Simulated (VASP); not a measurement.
# SiC (F-43m) in VASP: a series of runs

SiC is run at these levels: PBE, r2SCAN; tasks: relaxation of cell and atoms, single point.

Everything below comes from runs of VASP 6.6.1. Logs are shortened: lines on timing, memory, paths and dates and some standing lists are left out, and cuts for length are marked.

**The experiment to reproduce.**

“Insight into the structural, elastic and electronic properties of a new orthorhombic 6O-SiC polytype”, 2020, pmc:7200658 quotes, for a bulk crystal of SiC: band gap 2.4 eV (indirect).

How close the calculation comes is told below.

### 1 The cell of the first run

Symmetry: F-43m, No. 216, cubic system. The conventional cell has a = 4.379 Å, b = 4.379 Å, c = 4.379 Å, α = 90.00°, β = 90.00°, γ = 90.00°. Si (site symmetry -43m) has 4 C at 1.90 Å within 2.5 Å. Within 2.5 Å of C (site symmetry -43m) lie 4 Si at 1.90 Å.

### 2 Relaxation of cell and atoms, PBE

Input file INCAR:

```
SYSTEM = SiC
PREC     = Accurate       ! precision mode
ENCUT    = 600            ! plane-wave cutoff, eV
EDIFF    = 1E-6           ! SCF threshold, eV
ISMEAR   = 0              ! smearing method
SIGMA    = 0.02           ! smearing width, eV
LREAL    = .False.        ! projectors in reciprocal space
LASPH    = .True.         ! aspherical terms in the spheres
NELM     = 60             ! most SCF steps
ALGO     = Normal         ! electronic algorithm
ISIF     = 3              ! what is computed and relaxed
LWAVE    = .False.        ! write WAVECAR
LCHARG   = .False.        ! write CHGCAR
GGA      = PE             ! functional
IBRION   = 2              ! ionic algorithm
NSW      = 100            ! ionic steps
EDIFFG   = -0.01          ! ionic threshold
```

Input file KPOINTS:

```
regular mesh
0
Gamma
  10 10 10
  0 0 0
```

Input file POSCAR:

```
SiC
1.0
    0.0000000000      2.1895502410      2.1895502410
    2.1895502410      0.0000000000      2.1895502410
    2.1895502410      2.1895502410      0.0000000000
Si C
1 1
Direct
    0.0000000000      0.0000000000      0.0000000000
    0.7500000000      0.7500000000      0.7500000000
```

Potentials or basis: VASP PAW PBE potentials, release 64 (Si, C).

Command:

```
$ cat potpaw_PBE.64/Si/POTCAR potpaw_PBE.64/C/POTCAR > POTCAR
$ mpirun -np 1 vasp_std > vasp.out
```

OUTCAR:

```text
SYSTEM = SiC
   PREC = Accurate
   ENCUT = 600
   EDIFF = 1E-6
   ISMEAR = 0
   LREAL = .False.
   LASPH = .True.
   NELM = 60
   ISIF = 3
   GGA = PE
   IBRION = 2
   NSW = 100
   EDIFFG = -0.01

 ion  position               nearest neighbor table
   1  0.000  0.000  0.000-   2 1.90   2 1.90   2 1.90   2 1.90
   2  0.750  0.750  0.750-   1 1.90   1 1.90   1 1.90   1 1.90

  LATTYP: Found a face centered cubic cell.
 ALAT       =     4.3791004820

  Lattice vectors:

 A1 = (   0.0000000000,   2.1895502410,   2.1895502410)
 A2 = (   2.1895502410,   0.0000000000,   2.1895502410)
 A3 = (   2.1895502410,   2.1895502410,   0.0000000000)

Analysis of symmetry for initial positions (statically):
=====================================================================
 Subroutine PRICEL returns:
 Original cell was already a primitive cell.

 Routine SETGRP: Setting up the symmetry group for a
 face centered cubic supercell.

 Subroutine GETGRP returns: Found 24 space group operations
 (whereof 24 operations were pure point group operations)
 out of a pool of 48 trial point group operations.

The static configuration has the point symmetry T_d .

Analysis of symmetry for dynamics (positions and initial velocities):
=====================================================================
 Subroutine PRICEL returns:
 Original cell was already a primitive cell.

 Routine SETGRP: Setting up the symmetry group for a
 face centered cubic supercell.

 Subroutine GETGRP returns: Found 24 space group operations
 (whereof 24 operations were pure point group operations)
 out of a pool of 48 trial point group operations.

The dynamic configuration has the point symmetry T_d .

 Subroutine INISYM returns: Found 24 space group operations
 (whereof 24 operations are pure point group operations),
 and found     1 'primitive' translations

----------------------------------------------------------------------------------------

                                     Primitive cell

  volume of cell :      20.9940

  direct lattice vectors                    reciprocal lattice vectors
     0.000000000  2.189550241  2.189550241    -0.228357400  0.228357400  0.228357400
[... 88 lines left out ...]
   EDIFFG = -.1E-01   stopping-criterion for IOM
   NSW    =    100    number of steps for IOM
   IBRION =      2    ionic relax: 0-MD 1-quasi-New 2-CG
   NFREE  =      1    steps in history (QN), initial steepest desc. (CG)
   ISIF   =      3    stress and relaxation
   ISYM   =      2    0-nonsym 1-usesym 2-fastsym
   POTIM  = 0.5000    time-step for ionic-motion
   TEBEG  =    0.0;   TEEND  =   0.0 temperature during run
   PSTRESS=    0.0 pullay stress
   NELECT =       8.0000    total number of electrons
   NUPDOWN=      -1.0000    fix difference up-down
   EMIN   =  10.00;   EMAX   =-10.00  energy-range for DOS
   EFERMI =   0.00;   METHOD = LEGACY
   ISMEAR =     0;   SIGMA  =   0.02  broadening in eV -4-tet -1-fermi 0-gaus
   EFERMI_NEDOS =   21; number of points for ismear=-14 and -15
   IALGO  =     38    algorithm
   IMIX   =      4    mixing-type and parameters
     AMIX     =   0.40;   BMIX     =  1.00
     AMIX_MAG =   1.60;   BMIX_MAG =  1.00
  volume/ion in A,a.u.               =      10.50        70.84
  Fermi-wavevector in a.u.,A,eV,Ry     =   1.186879  2.242877 19.166291  1.408683
  Thomas-Fermi vector in A             =   2.323043
   LORBIT       =      0    0 simple, 1 ext, 2 COOP (PROOUT), +10 PAW based schemes
   GGA     = PE    functional components
   LHFCALC =     F    Hartree Fock is set to
   AEXX    =    0.0000 exact exchange contribution
   IVDW    =     0    specifies the selected vdW correction
   LEPSILON=     F    determine dielectric tensor
   LRPA    =     F    only Hartree local field effects (RPA)
 conjugate gradient relaxation of ions
 non-spin polarized calculation
 Gauss-broadening in eV      SIGMA  =   0.02
  energy-cutoff  :      600.00
  volume of cell :       20.99
 maximum number of plane-waves:       725
 NGX is ok and might be reduce to    28
   NGX = 13   NGY = 13   NGZ = 13

 number of electron       8.0000000 magnetization

 Free energy of the ion-electron system (eV)
  ---------------------------------------------------
  ext. energy  EPLUGINS =         0.00000000
  ---------------------------------------------------
  free energy    TOTEN  =       -15.06218239 eV

  energy without entropy =      -15.06218239  energy(sigma->0) =      -15.06218239

 E-fermi :   8.1008     XC(G=0): -11.2930

 val. band max:        7.9442537897   @ k =   0.0000   0.0000   0.0000
 cond. band min:       9.3151687441   @ k =   0.5000   0.5000   0.0000
 fundamental gap:      1.3709149544
 Fermi energy:         8.1008110525

 k-point     1 :       0.0000    0.0000    0.0000
  band No.  band energies     occupation
      1      -7.3454      2.00000
      2       7.9443      2.00000
      3       7.9443      2.00000
      4       7.9443      2.00000
      5      14.0081      0.00000
      6      15.1525      0.00000
      7      15.1525      0.00000
      8      15.1525      0.00000
[... 243 lines left out ...]
 k-point    24 :       0.4000    0.3000    0.0000
  band No.  band energies     occupation
      1      -4.2428      2.00000
      2       2.3806      2.00000
      3       4.8224      2.00000
      4       5.3427      2.00000
      5      10.8037      0.00000
      6      13.5094      0.00000
      7      19.4114      0.00000
      8      19.7396      0.00000

 [... further k-points ...]

------------------------ aborting loop because EDIFF is reached ----------------------------------------

  FORCE on cell =-STRESS in cart. coord.  units (eV):
  Direction    XX          YY          ZZ          XY          YZ          ZX
  --------------------------------------------------------------------------------------
  -------------------------------------------------------------------------------------
  Total       -0.0110606     -0.0110606     -0.0110606      0.0000000      0.0000000     -0.0000000
  in kB       -0.8441045     -0.8441045     -0.8441045      0.0000000      0.0000000     -0.0000000
  external PRESSURE =      -0.8441045 kB  Pullay stress =       0.0000000 kB

 VOLUME and BASIS-vectors are now :
 -----------------------------------------------------------------------------
  energy-cutoff  :      600.00
  volume of cell :       20.99
      direct lattice vectors                 reciprocal lattice vectors
     0.000000000  2.189550241  2.189550241    -0.228357400  0.228357400  0.228357400
     2.189550241  0.000000000  2.189550241     0.228357400 -0.228357400  0.228357400
     2.189550241  2.189550241  0.000000000     0.228357400  0.228357400 -0.228357400

 POSITION                                       TOTAL-FORCE (eV/Angst)
 -----------------------------------------------------------------------------------
      0.00000      0.00000      0.00000         0.000000      0.000000      0.000000
      3.28433      3.28433      3.28433        -0.000000     -0.000000     -0.000000
 -----------------------------------------------------------------------------------
    total drift:                                0.000000      0.000000      0.000000

  FREE ENERGIE OF THE ION-ELECTRON SYSTEM (eV)
  ---------------------------------------------------
  free  energy   TOTEN  =       -15.0621823867 eV

  energy  without entropy=      -15.0621823867  energy(sigma->0) =      -15.06218239

 reached required accuracy - stopping structural energy minimisation
```

OSZICAR:

```text
N       E                     dE             d eps       ncg     rms          rms(c)
DAV:   1     0.774865922653E+01    0.77487E+01   -0.44817E+03   776   0.945E+02
DAV:   2    -0.164545993912E+02   -0.24203E+02   -0.22669E+02  1112   0.115E+02
DAV:   3    -0.168749357136E+02   -0.42034E+00   -0.42034E+00   872   0.190E+01
DAV:   4    -0.168764450464E+02   -0.15093E-02   -0.15093E-02  1192   0.120E+00
DAV:   5    -0.168764455641E+02   -0.51778E-06   -0.51778E-06   880   0.187E-02    0.866E+00
DAV:   6    -0.151190210421E+02    0.17574E+01   -0.75775E+00   824   0.156E+01    0.379E+00
DAV:   7    -0.150694442286E+02    0.49577E-01   -0.32295E-01  1128   0.407E+00    0.174E+00
DAV:   8    -0.150617771126E+02    0.76671E-02   -0.18575E-02   808   0.126E+00    0.164E-01
DAV:   9    -0.150620693402E+02   -0.29223E-03   -0.82132E-04  1184   0.246E-01    0.103E-01
DAV:  10    -0.150621812605E+02   -0.11192E-03   -0.21180E-04  1032   0.115E-01    0.220E-02
DAV:  11    -0.150621822337E+02   -0.97318E-06   -0.43251E-05   944   0.405E-02    0.564E-03
DAV:  12    -0.150621823867E+02   -0.15309E-06   -0.16885E-06   704   0.101E-02
   1 F= -.15062182E+02 E0= -.15062182E+02  d E =-.150622E+02
```

Wall time 8.4 s (1 thread of AMD EPYC 9R14 (Zen 4), shared host); peak memory 0.12 GiB.

What came out:

```
Free energy             : -15.0622 eV
Pressure after relaxing : -0.1 GPa
Band gap on the k mesh  : 1.37 eV, indirect (least direct gap 4.53 eV)
```

Final structure:
```yaml
crystal:
  lattice:
    - [0.00000, 2.18955, 2.18955]
    - [2.18955, 0.00000, 2.18955]
    - [2.18955, 2.18955, 0.00000]
  atoms:
    - { symbol: Si, position: [0.00000, 0.00000, 0.00000] }
    - { symbol: C, position: [0.75000, 0.75000, 0.75000] }
```

Caveat: the relaxation stopped at its first step, so nothing moved.

### 3 Single point, PBE

Input file INCAR:

```
SYSTEM = SiC
PREC = Accurate ; ENCUT = 520
EDIFF = 1E-7 ; ISMEAR = 0
SIGMA = 0.1 ; LREAL = .FALSE.
LASPH = .TRUE. ; NELM = 60
ALGO = Normal ; ISIF = 2
LWAVE = .FALSE. ; LCHARG = .FALSE.
GGA = PE ; NBANDS = 11
```

Input file KPOINTS:

```
regular mesh
0
G
  6 6 6
  0 0 0
```

Input file POSCAR:

```
SiC
1.0
    0.0000000000      2.1895502366      2.1895502366
    2.1895502366      0.0000000000      2.1895502366
    2.1895502366      2.1895502366      0.0000000000
Si C
1 1
Direct
    0.0000000000      0.0000000000      0.0000000000
    0.2500000000      0.2500000000      0.2500000000
```

Potentials or basis: VASP PAW PBE potentials, release 64 (Si, C).

Command:

```
$ cat potpaw_PBE.64/Si/POTCAR potpaw_PBE.64/C/POTCAR > POTCAR
$ mpirun -np 1 vasp_std > vasp.out
```

It took 3.8 s on 1 thread of Intel Xeon Platinum 8259CL at 2.50GHz (Skylake/Cascade Lake), shared host; peak memory 0.13 GiB.

The run converged. Its results:

```yaml
Free_energy: -15.0503 eV
Pressure: 0.1 GPa
Band_gap_on_the_k_mesh: 1.36 eV, indirect (least direct gap 4.52 eV)
```

Levels at points of the mesh, in eV from the valence-band top:
```csv
k point,band 1,band 2,band 3,band 4,band 5,band 6,band 7,band 8,band 9
"(0.00, 0.00, 0.00)",-15.29,0.00,0.00,0.00,6.06,7.20,7.20,7.20,14.42
"(0.50, 0.00, 0.00)",-11.78,-8.46,-1.05,-1.05,5.30,7.16,7.16,9.97,16.02
"(0.50, 0.50, 0.00)",-10.34,-7.75,-3.16,-3.16,1.36,4.27,13.86,13.86,14.59
```

### 4 Single point, PBE

Input file INCAR:

```
PREC = Accurate
ENCUT = 520
EDIFF = 1E-6
ISMEAR = 0
SIGMA = 0.02
LREAL = False
LASPH = True
NELM = 60
ALGO = Normal
ISIF = 2
LWAVE = False
LCHARG = False
GGA = PE
NBANDS = 11
```

Input file KPOINTS:

```
Automatic mesh
0
Gamma
  10 10 10
```

Input file POSCAR:

```
SiC
1.0
    0.0000000000      2.1897201888      2.1897201888
    2.1897201888      0.0000000000      2.1897201888
    2.1897201888      2.1897201888      0.0000000000
Si C
1 1
Direct
    0.0000000000      0.0000000000      0.0000000000
    0.7500000000      0.7500000000      0.7500000000
```

Command:

```
$ cat potpaw_PBE.64/Si/POTCAR potpaw_PBE.64/C/POTCAR > POTCAR
$ mpirun -np 1 vasp_std > vasp.out
```

Wall time 6.7 s (1 thread of Intel Xeon Platinum 8259CL at 2.50GHz (Skylake/Cascade Lake), shared host); peak memory 0.14 GiB.

It converged, with:

```
Free energy            : -15.0608 eV
Pressure               : 0.0 GPa
Band gap on the k mesh : 1.37 eV, indirect (least direct gap 4.53 eV)
```

Levels at points of the mesh, in eV from the valence-band top:
```
           k point  band 2  band 3  band 4  band 5  band 6  band 7
(0.00, 0.00, 0.00)    0.00    0.00    0.00    6.06    7.21    7.21
(0.50, 0.00, 0.00)   -8.45   -1.05   -1.05    5.30    7.17    7.17
(0.50, 0.50, 0.00)   -7.75   -3.16   -3.16    1.37    4.27   13.86
```

(Part 1 of 2 ends here.)
